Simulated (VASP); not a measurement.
Set up this calculation in VASP 6.6.1, as the native input.

```
Task                   : single point
Functional             : LDA
Potentials or basis    : VASP PAW LDA potentials, release 64 (Ag, Au)
Cutoff                 : 520 eV
k mesh                 : 6 × 6 × 6
Occupations            : fermi-dirac, width 0.1 eV
Spin                   : no spin polarisation
Dipole correction      : no
Further INCAR settings : ALGO = Normal; EDIFF = 1e-07; NBANDS = 30
```

The structure of AgAu3 lies in POSCAR:

```
AgAu3
1.0
    4.0342472450      0.0000000000      0.0000000000
    0.0000000000      4.0342472450      0.0000000000
    0.0000000000      0.0000000000      4.0342472450
Ag Au
1 3
Direct
    0.5000000000      0.5000000000      0.5000000000
    0.5000000000      0.0000000000      0.0000000000
    0.0000000000      0.5000000000      0.0000000000
    0.0000000000      0.0000000000      0.5000000000
```

The input as run:

INCAR

```
PREC = Accurate
ENCUT = 520
EDIFF = 1E-7
ISMEAR = -1
SIGMA = 0.1
LREAL = F
LASPH = T
NELM = 60
ALGO = Normal
ISIF = 2
LWAVE = F
LCHARG = F
GGA = CA
NBANDS = 30
```

KPOINTS

```
Automatic mesh
0
Gamma
  6 6 6
```

Potentials or basis: VASP PAW LDA potentials, release 64 (Ag, Au).

Launch:

```console
$ cat potpaw_LDA.64/Ag/POTCAR potpaw_LDA.64/Au/POTCAR > POTCAR
$ mpirun -np 1 vasp_std > vasp.out
```

Results of the run:

The pressure is 0.4 GPa and the band gap on the k mesh is zero (band 22 reaches 10.73 eV, above the bottom of band 23 at 8.64 eV).

Caveat: spin-orbit coupling is left out, which moves the levels of the heavy elements.

Run time: 20 s on 1 thread of Intel(R) Xeon(R) Platinum 8559C (Emerald Rapids) (shared host), peak memory 0.16 GiB.
